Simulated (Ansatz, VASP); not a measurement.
Two plane-wave programs on AlCo2

File INCAR:

```
SYSTEM = AlCo2
  PREC = Accurate
  ENCUT = 600
  EDIFF = 1E-6
  ISMEAR = 0
  SIGMA = 0.1
  LREAL = .False.
  LASPH = .True.
  NELM = 150
  ALGO = Normal
  ISIF = 3
  LWAVE = .False.
  LCHARG = .False.
  ISPIN = 2
  MAGMOM = 0 3 3
  LORBIT = 11
  LMAXMIX = 4
  GGA = PE
  IBRION = 2
  NSW = 90
  EDIFFG = -0.04
```

File KPOINTS:

```
Automatic mesh
0
Gamma
  6 6 6
  0 0 0
```

Contents of POSCAR:

```
AlCo2
1.0
    3.6731128500      0.0000000000      0.0000000000
   -1.8365564200      3.1810090400      0.0000000000
    0.0000000000      0.0000000000      3.1135231600
Al Co
1 2
Direct
    0.0000000000      0.0000000000      0.0000000000
    0.3333333300      0.6666666700      0.5000000000
    0.6666666700      0.3333333300      0.5000000000
```

Input for Ansatz:

```yaml
crystal:
  lattice:
    - [3.67311285, 0.0, 0.0]
    - [-1.83655642, 3.18100904, 0.0]
    - [0.0, 0.0, 3.11352316]
  atoms:
    - { symbol: Al, position: [0.0, 0.0, 0.0] }
    - { symbol: Co, position: [0.33333333, 0.66666667, 0.5], spin: 3.0 }
    - { symbol: Co, position: [0.66666667, 0.33333333, 0.5], spin: 3.0 }
basis:
  ecutwfc: 420
kpoints:
  mp_grid: { grid: [6, 6, 6] }
hamiltonian:
  xc: pbe
scf:
  occupations: { method: gaussian, width: 0.1 }
  lower_state_search: "off"
output:
  forces: true
  stress: true
  eigenvalues: true
  populations: true
magnetization:
  spin_polarized: true
relax:
  adjacent_minimum: "off"
  f_tol: 0.04
  max_steps: 70
  cell: { stress_tol: 0.4 }
```

Alike in both runs: task relaxation of cell and atoms; functional PBE; k mesh 6 × 6 × 6; occupations gaussian, width 0.1 eV; collinear spin.

```csv
,VASP,Ansatz
version,VASP 6.6.1,Ansatz 0.2.0
potentials or method,"VASP PAW PBE potentials, release 64 (Al, Co), cutoff 600 eV","scalar-relativistic, plane waves, PAW"
valence electrons in the cell,21,37
```

Ansatz gave:

| Quantity | Value |
| --- | --- |
| gap on the k mesh at the Fermi level, each at its own relaxed structure (eV) | none |
| net moment per atom (μB) | 0.80 |
| size of the moment on the site where the two differ most (μB) | 1.26 |
| relaxed volume (Å³/atom) | 11.92 |
| relaxed cell length with the largest relative difference (Å) | 2.565 |

What did VASP give for the same quantities?

gap on the k mesh at the Fermi level, each at its own relaxed structure (eV): none; net moment per atom (μB): 0.80; size of the moment on the site where the two differ most (μB): 1.24; relaxed volume (Å³/atom): 11.91; relaxed cell length with the largest relative difference (Å): 2.561.

Site moments also hang on the region over which each program counts them. A gap of «none» marks a metal or a gap that the smearing closes. VASP's potentials hold 21 valence electrons a cell and Ansatz's 37, so a difference there can come from the potentials and not from the codes.
